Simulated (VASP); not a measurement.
Runs of VASP 6.6.1 on KF. The structure is that of space group I-4m2 (No. 119), or close to it. The cells are those of the table. 

```csv
level,cell,smearing,gap on the mesh (eV),pressure (GPa)
PBE,"a = 4.225, b = 4.225, c = 4.297 Å, angles 59.4, 59.4, 61.1°, 2 atoms",fermi-dirac 0.02 eV,4.97,(c)
PBE,"a = 4.056, b = 4.056, c = 4.322 Å, angles 57.8, 57.8, 64.4°, 2 atoms",fermi-dirac 0.02 eV,(a),(b)
r2SCAN,"a = 4.034, b = 4.034, c = 4.151 Å, angles 59.0, 59.0, 61.9°, 2 atoms",gaussian 0.01 eV,5.88,1.6
PBE,"a = 4.034, b = 4.034, c = 4.151 Å, angles 59.0, 59.0, 61.9°, 2 atoms",fermi-dirac 0.02 eV,5.31,2.6
r2SCAN,"a = 4.225, b = 4.225, c = 4.297 Å, angles 59.4, 59.4, 61.1°, 2 atoms",gaussian 0.01 eV,5.57,-1.4
```

Alike in all rows: task single point; potentials or basis VASP PAW PBE potentials, release 64 (K_sv, F); no spin polarisation; k mesh 8 × 8 × 8; cutoff (eV) 520.

Fill in the values left out.

(a) 5.17; (b) 1.1; (c) -0.6.

Caveats: the structure was generated, so it needn't be the stable form of KF; the PAW data sets were made with another functional, which shifts forces and pressure a little (at least some runs).

A k mesh can miss the band edges.
